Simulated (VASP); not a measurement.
# SiC in VASP: notebook

SiC is run at these levels: PBEsol; tasks: single point, relaxation of cell and atoms, relaxation of the atoms.

Everything below comes from runs of VASP 6.6.1. Logs are shortened: lines on timing, memory, paths and dates and some standing lists are left out, and cuts for length are marked.

### 1 The cell of the first run

The typed cell holds 4 atoms: a = 3.076 Å, b = 3.069 Å, c = 5.048 Å, α = 89.89°, β = 89.71°, γ = 119.78°.

### 2 Single point, PBEsol (equal xy, yz and zx engineering shears of +0.5 %)

INCAR reads:

```
SYSTEM = SiC
PREC     = Accurate       ! precision mode
ENCUT    = 520            ! plane-wave cutoff, eV
EDIFF    = 1E-7           ! SCF threshold, eV
ISMEAR   = 0              ! smearing method
SIGMA    = 0.01           ! smearing width, eV
LREAL    = .FALSE.        ! projectors in reciprocal space
LASPH    = .TRUE.         ! aspherical terms in the spheres
NELM     = 80             ! most SCF steps
ALGO     = Normal         ! electronic algorithm
ISIF     = 2              ! what is computed and relaxed
LWAVE    = .FALSE.        ! write WAVECAR
LCHARG   = .FALSE.        ! write CHGCAR
GGA      = PS             ! functional
NBANDS   = 16             ! bands
```

KPOINTS reads:

```
Automatic mesh
0
G
  8 8 6
  0 0 0
```

POSCAR reads:

```
SiC
1.0
    3.0757714184      0.0076894286      0.0076894286
   -1.5312264688      2.6598514703      0.0028145262
    0.0126188426      0.0126188426      5.0475370447
Si C
2 2
Direct
    0.3328512873      0.6663790130      0.0045878490
    0.6663623268      0.3330453083      0.5045852160
    0.3330082982      0.6669608475      0.3804163501
    0.6677780878      0.3336148312      0.8804105849
```

Potentials or basis: VASP PAW PBE potentials, release 64 (Si, C).

On the command line:

```bash
> cat potpaw_PBE.64/Si/POTCAR potpaw_PBE.64/C/POTCAR > POTCAR
> mpirun -np 1 vasp_std > vasp.out
```

OUTCAR:

```text
SYSTEM = SiC
   PREC = Accurate
   ENCUT = 520
   EDIFF = 1E-7
   ISMEAR = 0
   LREAL = .FALSE.
   LASPH = .TRUE.
   NELM = 80
   ISIF = 2
   GGA = PS

 ion  position               nearest neighbor table
   1  0.333  0.666  0.005-   4 1.88   4 1.88   4 1.89   3 1.90   2 3.08   2 3.08   2 3.08   2 3.09
                             2 3.09   2 3.10
   2  0.666  0.333  0.505-   3 1.88   3 1.88   3 1.88   4 1.90   1 3.08   1 3.08   1 3.08   1 3.09
                             1 3.09   1 3.10
   3  0.333  0.667  0.380-   2 1.88   2 1.88   2 1.88   1 1.90
   4  0.668  0.334  0.880-   1 1.88   1 1.88   1 1.89   2 1.90

  LATTYP: Found a triclinic cell.
 ALAT       =     3.0824509537
 B/A-ratio  =     0.9956738721
 C/A-ratio  =     1.6375178933
 COS(alpha) =     0.0018363769
 COS(beta)  =     0.0068238030
 COS(gamma) =     0.5000046992

  Lattice vectors:

 A1 = (   1.5445449496,   2.6675408989,   0.0105039548)
 A2 = (  -1.5312264688,   2.6598514703,   0.0028145262)
 A3 = (   0.0126188426,   0.0126188426,   5.0475370447)

Analysis of symmetry for initial positions (statically):
=====================================================================
 Subroutine PRICEL returns:
 Original cell was already a primitive cell.

 Routine SETGRP: Setting up the symmetry group for a
 triclinic supercell.

 Subroutine GETGRP returns: Found  1 space group operations
 (whereof  1 operations were pure point group operations)
 out of a pool of  2 trial point group operations.

The static configuration has the point symmetry C_1 .

Analysis of symmetry for dynamics (positions and initial velocities):
=====================================================================
 Subroutine PRICEL returns:
 Original cell was already a primitive cell.

 Routine SETGRP: Setting up the symmetry group for a
 triclinic supercell.

 Subroutine GETGRP returns: Found  1 space group operations
 (whereof  1 operations were pure point group operations)
 out of a pool of  2 trial point group operations.

The dynamic configuration has the point symmetry C_1 .

 Subroutine INISYM returns: Found  1 space group operations
 (whereof  1 operations are pure point group operations),
 and found     1 'primitive' translations

----------------------------------------------------------------------------------------

                                     Primitive cell

  volume of cell :      41.3533

  direct lattice vectors                    reciprocal lattice vectors
     3.075771418  0.007689429  0.007689429     0.324657635  0.186900648 -0.001278896
    -1.531226469  2.659851470  0.002814526    -0.000936217  0.375422871 -0.000936217
     0.012618843  0.012618843  5.047537045    -0.000494062 -0.000494062  0.198118896

  length of vectors
     3.075790642  3.069115877  5.047568592     0.374614559  0.375425206  0.198120129

  position of ions in fractional coordinates (direct lattice)
     0.332851287  0.666379013  0.004587849
     0.666362327  0.333045308  0.504585216
     0.333008298  0.666960848  0.380416350
     0.667778088  0.333614831  0.880410585

  ion indices of the primitive-cell ions
   primitive index   ion index
                 1           1
                 2           2
                 3           3
                 4           4

----------------------------------------------------------------------------------------

 KPOINTS: Automatic mesh

Automatic generation of k-mesh.
 Grid dimensions read from file:
 generate k-points for:    8    8    6

 Generating k-lattice:

  Cartesian coordinates                     Fractional coordinates (reciprocal lattice)
     0.040582204  0.023362581 -0.000159862     0.125000000  0.000000000  0.000000000
    -0.000117027  0.046927859 -0.000117027    -0.000000000  0.125000000 -0.000000000
    -0.000082344 -0.000082344  0.033019816     0.000000000 -0.000000000  0.166666667

  Length of vectors
     0.046826820  0.046928151  0.033020021

  Shift w.r.t. Gamma in fractional coordinates (k-lattice)
     0.000000000  0.000000000  0.000000000

 Subroutine IBZKPT returns following result:
 ===========================================

 Found    196 irreducible k-points:

 Following reciprocal coordinates:
            Coordinates               Weight
  0.000000  0.000000  0.000000      1.000000
  0.125000  0.000000  0.000000      2.000000
  0.250000  0.000000  0.000000      2.000000
  0.375000  0.000000  0.000000      2.000000
  0.500000  0.000000  0.000000      1.000000
  0.000000  0.125000  0.000000      2.000000
[... 16 lines left out ...]
  0.125000  0.375000  0.000000      2.000000
  0.250000  0.375000 -0.000000      2.000000
 [... further k-points ...]
   k-points           NKPTS =    196   k-points in BZ     NKDIM =    196   number of bands    NBANDS=     16
   number of dos      NEDOS =    301   number of ions     NIONS =      4
   total plane-waves  NPLWV =  23040
   dimension x,y,z NGX =    24 NGY =   24 NGZ =   40
   dimension x,y,z NGXF=    48 NGYF=   48 NGZF=   80
   ions per type =               2   2
   NGX,Y,Z   is equivalent  to a cutoff of  12.97, 13.00, 13.17 a.u.
   NGXF,Y,Z  is equivalent  to a cutoff of  25.94, 26.00, 26.35 a.u.
 SYSTEM =  SiC
   PREC   = accura    normal or accurate (medium, high low for compatibility)
   ISTART =      0    job   : 0-new  1-cont  2-samecut
   ICHARG =      2    charge: 1-file 2-atom 10-const
   ISPIN  =      1    spin polarized calculation?
   LNONCOLLINEAR =      F non collinear calculations
   LSORBIT =      F    spin-orbit coupling
   LASPH  =      T    aspherical Exc in radial PAW
   ENCUT  =  520.0 eV  38.22 Ry    6.18 a.u.   5.72  5.71  9.39*2*pi/ulx,y,z
   NELM   =     80;   NELMIN=  2; NELMDL= -5     # of ELM steps
   EDIFF  = 0.1E-06   stopping-criterion for ELM
   LREAL  =      F    real-space projection
   EDIFFG = 0.1E-05   stopping-criterion for IOM
   NSW    =      0    number of steps for IOM
   IBRION =     -1    ionic relax: 0-MD 1-quasi-New 2-CG
   NFREE  =      0    steps in history (QN), initial steepest desc. (CG)
   ISIF   =      2    stress and relaxation
   ISYM   =      2    0-nonsym 1-usesym 2-fastsym
   POTIM  = 0.5000    time-step for ionic-motion
   TEBEG  =    0.0;   TEEND  =   0.0 temperature during run
   PSTRESS=    0.0 pullay stress
   NELECT =      16.0000    total number of electrons
   NUPDOWN=      -1.0000    fix difference up-down
   EMIN   =  10.00;   EMAX   =-10.00  energy-range for DOS
   EFERMI =   0.00;   METHOD = LEGACY
   ISMEAR =     0;   SIGMA  =   0.01  broadening in eV -4-tet -1-fermi 0-gaus
   EFERMI_NEDOS =   21; number of points for ismear=-14 and -15
   IALGO  =     38    algorithm
   IMIX   =      4    mixing-type and parameters
     AMIX     =   0.40;   BMIX     =  1.00
     AMIX_MAG =   1.60;   BMIX_MAG =  1.00
  volume/ion in A,a.u.               =      10.34        69.77
  Fermi-wavevector in a.u.,A,eV,Ry     =   1.192920  2.254293 19.361893  1.423059
  Thomas-Fermi vector in A             =   2.328947
   LORBIT       =      0    0 simple, 1 ext, 2 COOP (PROOUT), +10 PAW based schemes
   GGA     = PS    functional components
   LHFCALC =     F    Hartree Fock is set to
   AEXX    =    0.0000 exact exchange contribution
   IVDW    =     0    specifies the selected vdW correction
   LEPSILON=     F    determine dielectric tensor
   LRPA    =     F    only Hartree local field effects (RPA)
 non-spin polarized calculation
 Gauss-broadening in eV      SIGMA  =   0.01
  energy-cutoff  :      520.00
  volume of cell :       41.35
 maximum number of plane-waves:      1130
   NGX = 11   NGY = 11   NGZ = 19

 number of electron      15.9999999 magnetization

 Free energy of the ion-electron system (eV)
  ---------------------------------------------------
  ext. energy  EPLUGINS =         0.00000000
  ---------------------------------------------------
  free energy    TOTEN  =       -31.81928449 eV

  energy without entropy =      -31.81928449  energy(sigma->0) =      -31.81928449

 E-fermi :   8.2758     XC(G=0): -11.5003

 val. band max:        8.2336870088   @ k =   0.0000   0.0000   0.0000
 cond. band min:      10.5758637946   @ k =   0.3750   0.3750   0.0000
 fundamental gap:      2.3421767859
 Fermi energy:         8.2757834963

 k-point     1 :       0.0000    0.0000    0.0000
  band No.  band energies     occupation
      1      -7.3801      2.00000
      2      -3.7747      2.00000
      3      -0.5522      2.00000
      4       6.8610      2.00000
      5       6.9182      2.00000
      6       8.0914      2.00000
[... 8 lines left out ...]
     15      17.1335      0.00000
     16      19.4332      0.00000

 k-point     2 :       0.1250    0.0000    0.0000
  band No.  band energies     occupation
      1      -7.1097      2.00000
      2      -3.5449      2.00000
      3      -0.3029      2.00000
      4       5.4683      2.00000
      5       6.4805      2.00000
      6       7.2264      2.00000
[... 8 lines left out ...]
     15      17.7426      0.00000
     16      17.9512      0.00000

 k-point     3 :       0.2500    0.0000    0.0000
  band No.  band energies     occupation
      1      -6.3157      2.00000
      2      -2.9108      2.00000
      3       0.3814      2.00000
      4       3.0321      2.00000
      5       5.2262      2.00000
      6       5.7070      2.00000
[... 8 lines left out ...]
     15      18.1715      0.00000
     16      18.9619      0.00000

 k-point     4 :       0.3750    0.0000    0.0000
  band No.  band energies     occupation
      1      -5.0832      2.00000
      2      -2.2587      2.00000
      3       0.5313      2.00000
      4       1.9656      2.00000
      5       3.1613      2.00000
      6       5.1205      2.00000
[... 8 lines left out ...]
     15      19.3303      0.00000
     16      20.2010      0.00000
[... 324 lines left out ...]
 k-point    22 :       0.0000    0.3750    0.0000
  band No.  band energies     occupation
      1      -5.0717      2.00000
      2      -2.2476      2.00000
      3       0.5524      2.00000
      4       1.9731      2.00000
      5       3.1770      2.00000
      6       5.0794      2.00000
[... 8 lines left out ...]
     15      19.3552      0.00000
     16      20.2039      0.00000

 k-point    23 :       0.1250    0.3750    0.0000
  band No.  band energies     occupation
      1      -4.2256      2.00000
      2      -2.2788      2.00000
      3       0.5571      2.00000
      4       2.2818      2.00000
      5       2.6917      2.00000
      6       3.8970      2.00000
[... 8 lines left out ...]
     15      19.0756      0.00000
     16      20.1154      0.00000

 k-point    24 :       0.2500    0.3750   -0.0000
  band No.  band energies     occupation
      1      -3.3259      2.00000
      2      -2.5176      2.00000
      3       1.1626      2.00000
      4       2.0799      2.00000
      5       2.1903      2.00000
      6       3.6200      2.00000
[... 8 lines left out ...]
     15      19.6795      0.00000
     16      20.0153      0.00000

 [... further k-points ...]

------------------------ aborting loop because EDIFF is reached ----------------------------------------

  FORCE on cell =-STRESS in cart. coord.  units (eV):
  Direction    XX          YY          ZZ          XY          YZ          ZX
  --------------------------------------------------------------------------------------
  -------------------------------------------------------------------------------------
  Total        0.1037406      0.1060721      0.0946166     -0.2561463     -0.1951706     -0.1951623
  in kB        4.0192897      4.1096205      3.6657922     -9.9240396     -7.5616217     -7.5612967
  external PRESSURE =       3.9315675 kB  Pullay stress =       0.0000000 kB

 VOLUME and BASIS-vectors are now :
 -----------------------------------------------------------------------------
  energy-cutoff  :      520.00
  volume of cell :       41.35
      direct lattice vectors                 reciprocal lattice vectors
     3.075771418  0.007689429  0.007689429     0.324657635  0.186900648 -0.001278896
    -1.531226469  2.659851470  0.002814526    -0.000936217  0.375422871 -0.000936217
     0.012618843  0.012618843  5.047537045    -0.000494062 -0.000494062  0.198118896

 POSITION                                       TOTAL-FORCE (eV/Angst)
 -----------------------------------------------------------------------------------
      0.00346      1.77509      0.02759        -0.000549     -0.000147      0.001284
      1.54598      0.89734      2.55297         0.000098     -0.000304      0.001474
      0.00779      1.78138      1.92460        -0.000585      0.000228     -0.001374
      1.55420      0.90361      4.44998         0.001036      0.000223     -0.001384
 -----------------------------------------------------------------------------------
    total drift:                                0.000042      0.000040     -0.000271

  FREE ENERGIE OF THE ION-ELECTRON SYSTEM (eV)
  ---------------------------------------------------
  free  energy   TOTEN  =       -31.8192844939 eV

  energy  without entropy=      -31.8192844939  energy(sigma->0) =      -31.81928449
```

Wall time 38 s (1 thread of Intel Xeon 6975P-C (Granite Rapids), shared host); peak memory 0.23 GiB.

Results:

```yaml
Free_energy: -31.8193 eV
Pressure: 0.4 GPa
Band_gap_on_the_k_mesh: 2.34 eV, indirect (least direct gap 3.83 eV)
```

Levels at points of the mesh, in eV from the valence-band top:
```
           k point  band 6  band 7  band 8  band 9  band 10  band 11
(0.00, 0.00, 0.00)   -0.14   -0.04    0.00    4.72     6.13     6.54
(0.50, 0.00, 0.00)   -3.38   -3.32   -1.18    2.69     4.12     6.83
(0.00, 0.50, 0.00)   -3.38   -3.35   -1.22    2.63     4.10     6.76
(0.50, 0.50, 0.00)   -3.41   -3.35   -1.26    2.57     4.08     6.69
(0.00, 0.00, 0.50)   -0.76   -0.72   -0.70    5.80     5.81     7.20
(0.50, 0.00, 0.50)   -2.44   -2.42   -2.32    3.14     3.20     5.09
(0.00, 0.50, 0.50)   -2.48   -2.40   -2.33    3.13     3.17     5.09
(0.50, 0.50, 0.50)   -2.52   -2.37   -2.35    3.12     3.13     5.10
```

Caveat: the cell differs from its parent crystal (equal xy, yz and zx engineering shears of +0.5 %); the PAW data sets were made with another functional, which shifts forces and pressure a little. A k mesh can miss the band edges.

### 3 Relaxation of cell and atoms, PBEsol

INCAR reads:

```
PREC = Accurate
ENCUT = 600
EDIFF = 1E-6
ISMEAR = -1
SIGMA = 0.1
LREAL = F
LASPH = T
NELM = 80
ALGO = Normal
ISIF = 3
LWAVE = F
LCHARG = F
GGA = PS
IBRION = 2
NSW = 100
EDIFFG = -0.002
```

KPOINTS reads:

```
Automatic mesh
0
Gamma
  14 14 8
```

POSCAR reads:

```
SiC
1.0
    3.0760000000      0.0000000000      0.0000000000
   -1.5380000000      2.6638941420      0.0000000000
    0.0000000000      0.0000000000      5.0480000000
Si C
2 2
Direct
    0.3333333333      0.6666666667      0.0000000000
    0.6666666667      0.3333333333      0.5000000000
    0.3333333333      0.6666666667      0.3850000000
    0.6666666667      0.3333333333      0.8850000000
```

Potentials or basis: VASP PAW PBE potentials, release 64 (Si, C).

On the command line:

```bash
> cat potpaw_PBE.64/Si/POTCAR potpaw_PBE.64/C/POTCAR > POTCAR
> mpirun -np 1 vasp_std > vasp.out
```

It took 1.8 min on 1 thread of Intel Xeon 6975P-C (Granite Rapids), shared host; peak memory 0.21 GiB.

Results (log left out):

```yaml
Free_energy: -31.8245 eV
Relaxed_volume: 10.35 Å³/atom
Relaxed_cell: a = 3.077 Å, b = 3.077 Å, c = 5.050 Å, α = 90.00°, β = 90.00°, γ = 120.00°
Space_group_after_relaxing_to_0.05_Å: P6_3mc (No. 186)
Energy_gained_by_relaxing: 9.0 meV/atom
Ionic_steps: 7
Pressure_after_relaxing: 0.0 GPa
Band_gap_on_the_k_mesh: 2.20 eV, indirect (least direct gap 3.85 eV)
```

Step by step:
| step | energy change (eV) | largest force (eV/Å) | pressure (GPa) | volume (Å³) |
| --- | --- | --- | --- | --- |
| 1 | 0.0000 | 0.7510 | 0.48 | 41.36 |
| 2 | -0.0027 | 0.6809 | -0.53 | 41.55 |
| 3 | -0.0330 | 0.0717 | -0.34 | 41.46 |
| 4 | -0.0360 | 0.0152 | 0.27 | 41.35 |
| 5 | -0.0361 | 0.0040 | 0.19 | 41.37 |
| 6 | -0.0361 | 0.0050 | -0.15 | 41.43 |
| 7 | -0.0361 | 0.0011 | 0.00 | 41.40 |

Final structure:
```
CELL_PARAMETERS angstrom
3.07694 0.00000 0.00000
-1.53847 2.66470 0.00000
0.00000 0.00000 5.04954
ATOMIC_POSITIONS crystal
Si 0.33333 0.66667 0.00459
Si 0.66667 0.33333 0.50459
C 0.33333 0.66667 0.38041
C 0.66667 0.33333 0.88041
```

Levels at points of the mesh, in eV from the valence-band top:
| k point | band 5 | band 6 | band 7 | band 8 | band 9 | band 10 | band 11 | band 12 |
| --- | --- | --- | --- | --- | --- | --- | --- | --- |
| (0.00, 0.00, 0.00) | -1.32 | -0.11 | 0.00 | 0.00 | 4.73 | 6.14 | 6.59 | 6.59 |
| (0.50, 0.00, 0.00) | -5.47 | -3.34 | -3.34 | -1.20 | 2.65 | 4.12 | 6.79 | 7.04 |
| (0.00, 0.00, 0.50) | -0.71 | -0.71 | -0.71 | -0.71 | 5.82 | 5.82 | 7.27 | 7.27 |
| (0.50, 0.00, 0.50) | -2.46 | -2.46 | -2.34 | -2.34 | 3.17 | 3.17 | 5.15 | 5.15 |

Caveat: the PAW data sets were made with another functional, which shifts forces and pressure a little. As with any semilocal functional, this PBEsol gap is likely too small.

### 4 Relaxation of the atoms, PBEsol

This run uses another cell than the first one, of 10.18 Å³/atom, 0.985 times its volume.

INCAR reads:

```
SYSTEM = SiC
PREC = Accurate
ENCUT = 520
EDIFF = 1E-7
ISMEAR = 0
SIGMA = 0.01
LREAL = .FALSE.
LASPH = .TRUE.
NELM = 80
ALGO = Normal
ISIF = 2
LWAVE = .FALSE.
LCHARG = .FALSE.
GGA = PS
IBRION = 2
NSW = 50
EDIFFG = -0.002
```

KPOINTS reads:

```
Automatic mesh
0
G
  8 8 6
  0 0 0
```

POSCAR reads:

```
SiC
1.0
    3.0603925614      0.0000000000      0.0000000000
   -1.5301962807      2.6503777037      0.0000000000
    0.0000000000      0.0000000000      5.0222993595
Si C
2 2
Direct
    0.3333333333      0.6666666667      0.0045933970
    0.6666666667      0.3333333333      0.5045933970
    0.3333333333      0.6666666667      0.3804066030
    0.6666666667      0.3333333333      0.8804066030
```

On the command line:

```bash
> cat potpaw_PBE.64/Si/POTCAR potpaw_PBE.64/C/POTCAR > POTCAR
> mpirun -np 1 vasp_std > vasp.out
```

Run time: 10 s. Hardware: 1 thread of Intel Xeon 6975P-C (Granite Rapids), shared host; peak memory 0.16 GiB.

Results (log left out):

| Quantity | Value |
| --- | --- |
| Free energy | -31.8126 eV |
| Energy gained by relaxing | 0.0 meV/atom |
| Ionic steps | 2 |
| Pressure after relaxing | 3.8 GPa |
| Band gap on the k mesh | 2.35 eV, indirect (least direct gap 3.88 eV) |

Stress tensor (GPa, compression positive):
```
3.88 0.00 0.00
0.00 3.88 0.00
0.00 0.00 3.79
```

Final structure:
```xyz
4
Lattice="3.0604 0.0000 0.0000 -1.5302 2.6504 0.0000 0.0000 0.0000 5.0223" Properties=species:S:1:pos:R:3 pbc="T T T"
Si    0.0000    1.7669    0.0232
Si    1.5302    0.8835    2.5343
C     0.0000    1.7669    1.9104
C     1.5302    0.8835    4.4215
```

Levels at points of the mesh, in eV from the valence-band top:
```
           k point  band 5  band 6  band 7  band 8  band 9  band 10  band 11  band 12
(0.00, 0.00, 0.00)   -1.33   -0.12    0.00    0.00    4.87     6.31     6.68     6.68
(0.50, 0.00, 0.00)   -5.53   -3.39   -3.38   -1.20    2.68     4.13     6.91     7.10
(0.00, 0.00, 0.50)   -0.72   -0.72   -0.72   -0.72    5.96     5.96     7.35     7.35
(0.50, 0.00, 0.50)   -2.48   -2.48   -2.36   -2.36    3.20     3.20     5.22     5.22
```

Caveat: the PAW data sets were made with another functional, which shifts forces and pressure a little. As with any semilocal functional, this PBEsol gap is likely too small.

(Part 1 of 2 ends here.)
